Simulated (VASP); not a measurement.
# Ge (I4_1/amd) in VASP: single point with LDA

Aim: the single point of Ge with LDA.

Everything below comes from runs of VASP 6.6.1. Logs are shortened: lines on timing, memory, paths and dates and some standing lists are left out, and cuts for length are marked.

## 1. The cell of the first run

The structure is tetragonal, space group I4_1/amd (No. 141). Conventional cell: a = 4.016 Å, b = 4.016 Å, c = 5.578 Å, α = 90.00°, β = 90.00°, γ = 90.00°. Within 3.2 Å of Ge (site symmetry -4m2) lie 4 Ge at 2.44 Å.

## 2. Single point, LDA

Input file INCAR:

```
PREC = Accurate ; ENCUT = 500
EDIFF = 1E-6 ; ISMEAR = 0
SIGMA = 0.03 ; LREAL = False
LASPH = True ; NELM = 120
ALGO = Normal ; ISIF = 2
LWAVE = False ; LCHARG = False
GGA = CA ; NBANDS = 36
GGA_COMPAT = False
```

Input file KPOINTS:

```
Automatic mesh
0
Gamma
  10 10 7
```

Input file POSCAR:

```
Ge
1.0
    2.8397579166      2.8397579166      0.0000000000
   -2.8397579166      2.8397579166      0.0000000000
    0.0000000000      0.0000000000      5.5775362869
Ge
4
Direct
    0.0000000000      0.0000000000      0.0000000000
    0.0000000000      0.5000000000      0.7500000000
    0.5000000000      0.0000000000      0.2500000000
    0.5000000000      0.5000000000      0.5000000000
```

Potentials or basis: VASP PAW LDA potentials, release 64 (Ge_d).

On the command line:

```
$ cat potpaw_LDA.64/Ge_d/POTCAR > POTCAR
$ mpirun -np 1 vasp_std > vasp.out
```

OUTCAR:

```text
PREC = Accurate
   ENCUT = 500
   EDIFF = 1E-6
   ISMEAR = 0
   LREAL = False
   LASPH = True
   NELM = 120
   ISIF = 2
   GGA = CA

 ion  position               nearest neighbor table
   1  0.000  0.000  0.000-   2 2.44   3 2.44   2 2.44   3 2.44
   2  0.000  0.500  0.750-   1 2.44   4 2.44   1 2.44   4 2.44
   3  0.500  0.000  0.250-   1 2.44   4 2.44   4 2.44   1 2.44
   4  0.500  0.500  0.500-   2 2.44   3 2.44   3 2.44   2 2.44

  LATTYP: Found a simple tetragonal cell.
 ALAT       =     4.0160241595
 C/A-ratio  =     1.3888204018

  Lattice vectors:

 A1 = (   2.8397579166,   2.8397579166,   0.0000000000)
 A2 = (  -2.8397579166,   2.8397579166,   0.0000000000)
 A3 = (   0.0000000000,   0.0000000000,   5.5775362869)

Analysis of symmetry for initial positions (statically):
=====================================================================
 Subroutine PRICEL returns following result:

  LATTYP: Found a body centered tetragonal cell.
 ALAT       =     4.0160241595
 C/A-ratio  =     1.3888204018

  Lattice vectors:

 A1 = (   0.0000000000,  -2.8397579166,  -2.7887681435)
 A2 = (   0.0000000000,   2.8397579166,  -2.7887681434)
 A3 = (   2.8397579166,   0.0000000000,   2.7887681435)

   2 primitive cells build up your supercell.

 Routine SETGRP: Setting up the symmetry group for a
 simple tetragonal supercell.

 Subroutine GETGRP returns: Found 16 space group operations
 (whereof  8 operations were pure point group operations)
 out of a pool of 16 trial point group operations.

The static configuration has the point symmetry D_2d.
 The point group associated with its full space group is D_4h.

Analysis of symmetry for dynamics (positions and initial velocities):
=====================================================================
 Subroutine PRICEL returns following result:

  LATTYP: Found a body centered tetragonal cell.
 ALAT       =     4.0160241595
 C/A-ratio  =     1.3888204018

  Lattice vectors:

 A1 = (   0.0000000000,  -2.8397579166,  -2.7887681435)
 A2 = (   0.0000000000,   2.8397579166,  -2.7887681434)
 A3 = (   2.8397579166,   0.0000000000,   2.7887681435)

   2 primitive cells build up your supercell.

 Routine SETGRP: Setting up the symmetry group for a
 simple tetragonal supercell.

 Subroutine GETGRP returns: Found 16 space group operations
 (whereof  8 operations were pure point group operations)
 out of a pool of 16 trial point group operations.

The dynamic configuration has the point symmetry D_2d.
 The point group associated with its full space group is D_4h.

 Subroutine INISYM returns: Found 16 space group operations
 (whereof  8 operations are pure point group operations),
 and found     2 'primitive' translations

----------------------------------------------------------------------------------------

                                     Primitive cell

  volume of cell :      44.9785

  direct lattice vectors                    reciprocal lattice vectors
     0.000000000 -2.839757917 -2.788768143     0.176071346 -0.176071346 -0.179290631
     0.000000000  2.839757917 -2.788768143     0.176071346  0.176071346 -0.179290631
     2.839757917  0.000000000  2.788768143     0.352142693  0.000000000  0.000000000

  length of vectors
     3.980132257  3.980132257  3.980132257     0.306834432  0.306834432  0.352142693

  position of ions in fractional coordinates (direct lattice)
     0.000000000  0.000000000  0.000000000
     0.750000000  0.250000000  0.500000000

  ion indices of the primitive-cell ions
   primitive index   ion index
                 1           1
                 2           2

----------------------------------------------------------------------------------------

 KPOINTS: Automatic mesh

Automatic generation of k-mesh.
 Grid dimensions read from file:
 generate k-points for:   10   10    7

 Generating k-lattice:

  Cartesian coordinates                     Fractional coordinates (reciprocal lattice)
     0.017607135  0.017607135  0.000000000     0.100000000  0.000000000  0.000000000
    -0.017607135  0.017607135  0.000000000     0.000000000  0.100000000  0.000000000
     0.000000000  0.000000000  0.025612947     0.000000000  0.000000000  0.142857143

  Length of vectors
     0.024900249  0.024900249  0.025612947

  Shift w.r.t. Gamma in fractional coordinates (k-lattice)
     0.000000000  0.000000000  0.000000000

 Subroutine IBZKPT returns following result:
 ===========================================

 Found     84 irreducible k-points:

 Following reciprocal coordinates:
            Coordinates               Weight
  0.000000  0.000000  0.000000      1.000000
  0.100000  0.000000  0.000000      4.000000
  0.200000  0.000000  0.000000      4.000000
  0.300000  0.000000  0.000000      4.000000
  0.400000  0.000000  0.000000      4.000000
  0.500000  0.000000  0.000000      2.000000
[... 16 lines left out ...]
  0.100000  0.000000  0.142857      8.000000
  0.200000  0.000000  0.142857      8.000000
 [... further k-points ...]
   k-points           NKPTS =     84   k-points in BZ     NKDIM =     84   number of bands    NBANDS=     36
   number of dos      NEDOS =    301   number of ions     NIONS =      4
   total plane-waves  NPLWV =  37800
   dimension x,y,z NGX =    30 NGY =   30 NGZ =   42
   dimension x,y,z NGXF=    60 NGYF=   60 NGZF=   84
   ions per type =               4
   NGX,Y,Z   is equivalent  to a cutoff of  12.42, 12.42, 12.52 a.u.
   NGXF,Y,Z  is equivalent  to a cutoff of  24.84, 24.84, 25.04 a.u.
 SYSTEM =  unknown system
   PREC   = accura    normal or accurate (medium, high low for compatibility)
   ISTART =      0    job   : 0-new  1-cont  2-samecut
   ICHARG =      2    charge: 1-file 2-atom 10-const
   ISPIN  =      1    spin polarized calculation?
   LNONCOLLINEAR =      F non collinear calculations
   LSORBIT =      F    spin-orbit coupling
   LASPH  =      T    aspherical Exc in radial PAW
   ENCUT  =  500.0 eV  36.75 Ry    6.06 a.u.   7.32  7.32 10.17*2*pi/ulx,y,z
   NELM   =    120;   NELMIN=  2; NELMDL= -5     # of ELM steps
   EDIFF  = 0.1E-05   stopping-criterion for ELM
   LREAL  =      F    real-space projection
   EDIFFG = 0.1E-04   stopping-criterion for IOM
   NSW    =      0    number of steps for IOM
   IBRION =     -1    ionic relax: 0-MD 1-quasi-New 2-CG
   NFREE  =      0    steps in history (QN), initial steepest desc. (CG)
   ISIF   =      2    stress and relaxation
   ISYM   =      2    0-nonsym 1-usesym 2-fastsym
   POTIM  = 0.5000    time-step for ionic-motion
   TEBEG  =    0.0;   TEEND  =   0.0 temperature during run
   PSTRESS=    0.0 pullay stress
   NELECT =      56.0000    total number of electrons
   NUPDOWN=      -1.0000    fix difference up-down
   EMIN   =  10.00;   EMAX   =-10.00  energy-range for DOS
   EFERMI =   0.00;   METHOD = LEGACY
   ISMEAR =     0;   SIGMA  =   0.03  broadening in eV -4-tet -1-fermi 0-gaus
   EFERMI_NEDOS =   21; number of points for ismear=-14 and -15
   IALGO  =     38    algorithm
   IMIX   =      4    mixing-type and parameters
     AMIX     =   0.40;   BMIX     =  1.00
     AMIX_MAG =   1.60;   BMIX_MAG =  1.00
  volume/ion in A,a.u.               =      22.49       151.76
  Fermi-wavevector in a.u.,A,eV,Ry     =   1.397845  2.641545 26.585402  1.953972
  Thomas-Fermi vector in A             =   2.521062
   LORBIT       =      0    0 simple, 1 ext, 2 COOP (PROOUT), +10 PAW based schemes
   GGA     = CA    functional components
   LHFCALC =     F    Hartree Fock is set to
   AEXX    =    0.0000 exact exchange contribution
   IVDW    =     0    specifies the selected vdW correction
   LEPSILON=     F    determine dielectric tensor
   LRPA    =     F    only Hartree local field effects (RPA)
 non-spin polarized calculation
 Gauss-broadening in eV      SIGMA  =   0.03
  energy-cutoff  :      500.00
  volume of cell :       89.96
 maximum number of plane-waves:      2309
 NGX is ok and might be reduce to    30
   NGX = 15   NGY = 15   NGZ = 21

 number of electron      55.9999912 magnetization

 Free energy of the ion-electron system (eV)
  ---------------------------------------------------
  ext. energy  EPLUGINS =         0.00000000
  ---------------------------------------------------
  free energy    TOTEN  =       -20.77552238 eV

  energy without entropy =      -20.77552200  energy(sigma->0) =      -20.77552219

 E-fermi :   4.8125     XC(G=0): -10.3203

 val. band max:        4.7419431651   @ k =   0.0000   0.0000   0.0000
 cond. band min:       4.8789302130   @ k =   0.0000   0.0000   0.0000
 fundamental gap:      0.1369870478
 Fermi energy:         4.8125395627

 k-point     1 :       0.0000    0.0000    0.0000
  band No.  band energies     occupation
      1     -20.1929      2.00000
      2     -20.1929      2.00000
      3     -20.1646      2.00000
      4     -20.1602      2.00000
      5     -20.1602      2.00000
      6     -20.1251      2.00000
[... 28 lines left out ...]
     35      11.0126      0.00000
     36      14.1830      0.00000

 k-point     2 :       0.1000    0.0000    0.0000
  band No.  band energies     occupation
      1     -20.1991      2.00000
      2     -20.1931      2.00000
      3     -20.1666      2.00000
      4     -20.1657      2.00000
      5     -20.1608      2.00000
      6     -20.1190      2.00000
[... 28 lines left out ...]
     35      11.4606      0.00000
     36      13.3784      0.00000

 k-point     3 :       0.2000    0.0000    0.0000
  band No.  band energies     occupation
      1     -20.2092      2.00000
      2     -20.1938      2.00000
      3     -20.1752      2.00000
      4     -20.1727      2.00000
      5     -20.1590      2.00000
      6     -20.1089      2.00000
[... 28 lines left out ...]
     35      12.5187      0.00000
     36      12.5440      0.00000

 k-point     4 :       0.3000    0.0000    0.0000
  band No.  band energies     occupation
      1     -20.2144      2.00000
      2     -20.1945      2.00000
      3     -20.1837      2.00000
      4     -20.1823      2.00000
      5     -20.1510      2.00000
      6     -20.1027      2.00000
[... 28 lines left out ...]
     35      11.4430      0.00000
     36      11.5809      0.00000

 k-point     5 :       0.4000    0.0000    0.0000
  band No.  band energies     occupation
      1     -20.2127      2.00000
      2     -20.1945      2.00000
      3     -20.1939      2.00000
      4     -20.1897      2.00000
      5     -20.1358      2.00000
      6     -20.1053      2.00000
[... 655 lines left out ...]
 k-point    22 :       0.0000    0.0000    0.1429
  band No.  band energies     occupation
      1     -20.1914      2.00000
      2     -20.1914      2.00000
      3     -20.1673      2.00000
      4     -20.1621      2.00000
      5     -20.1621      2.00000
      6     -20.1297      2.00000
[... 28 lines left out ...]
     35      11.4878      0.00000
     36      13.4121      0.00000

 k-point    23 :       0.1000    0.0000    0.1429
  band No.  band energies     occupation
      1     -20.1978      2.00000
      2     -20.1917      2.00000
      3     -20.1711      2.00000
      4     -20.1665      2.00000
      5     -20.1594      2.00000
      6     -20.1226      2.00000
[... 28 lines left out ...]
     35      11.8671      0.00000
     36      12.8097      0.00000

 k-point    24 :       0.2000    0.0000    0.1429
  band No.  band energies     occupation
      1     -20.2076      2.00000
      2     -20.1923      2.00000
      3     -20.1759      2.00000
      4     -20.1750      2.00000
      5     -20.1570      2.00000
      6     -20.1129      2.00000
[... 28 lines left out ...]
     35      11.5805      0.00000
     36      12.1678      0.00000

 [... further k-points ...]

------------------------ aborting loop because EDIFF is reached ----------------------------------------

  FORCE on cell =-STRESS in cart. coord.  units (eV):
  Direction    XX          YY          ZZ          XY          YZ          ZX
  --------------------------------------------------------------------------------------
  -------------------------------------------------------------------------------------
  Total       -0.6666991     -0.6666991      0.0204759      0.0000000      0.0000000      0.0000000
  in kB      -11.8742292    -11.8742292      0.3646850      0.0000000      0.0000000      0.0000000
  external PRESSURE =      -7.7945911 kB  Pullay stress =       0.0000000 kB

 VOLUME and BASIS-vectors are now :
 -----------------------------------------------------------------------------
  energy-cutoff  :      500.00
  volume of cell :       89.96
      direct lattice vectors                 reciprocal lattice vectors
     2.839757917  2.839757917  0.000000000     0.176071346  0.176071346  0.000000000
    -2.839757917  2.839757917  0.000000000    -0.176071346  0.176071346  0.000000000
     0.000000000  0.000000000  5.577536287     0.000000000  0.000000000  0.179290631

 POSITION                                       TOTAL-FORCE (eV/Angst)
 -----------------------------------------------------------------------------------
      0.00000      0.00000      0.00000         0.000000      0.000000      0.000000
     -1.41988      1.41988      4.18315        -0.000000     -0.000000      0.000000
      1.41988      1.41988      1.39438        -0.000000     -0.000000     -0.000000
      0.00000      2.83976      2.78877         0.000000     -0.000000      0.000000
 -----------------------------------------------------------------------------------
    total drift:                               -0.000000      0.000000      0.000000

  FREE ENERGIE OF THE ION-ELECTRON SYSTEM (eV)
  ---------------------------------------------------
  free  energy   TOTEN  =       -20.7755223756 eV

  energy  without entropy=      -20.7755220047  energy(sigma->0) =      -20.77552219
```

Wall time 3.6 min (1 thread of Intel Xeon 8259CL, shared host); peak memory 0.28 GiB.

Results:

```
Free energy            : -20.7755 eV
Pressure               : -0.8 GPa
Band gap on the k mesh : 0.14 eV
```

Stress tensor (GPa, compression positive):
```
-1.19  0.00  0.00
 0.00 -1.19  0.00
 0.00  0.00  0.04
```

Levels at points of the mesh, in eV from the valence-band top:
```
           k point  band 25  band 26  band 27  band 28  band 29  band 30  band 31  band 32
(0.00, 0.00, 0.00)    -3.14    -0.04     0.00     0.00     0.14     0.61     0.61     2.52
(0.50, 0.00, 0.00)    -3.80    -3.80    -1.56    -1.56     1.85     1.85     4.83     4.83
(0.50, 0.50, 0.00)    -3.01    -3.01    -3.01    -3.01     0.75     0.75     0.75     0.75
```

Caveat: an odd mesh through Γ misses points on the zone boundary, where band edges can lie.
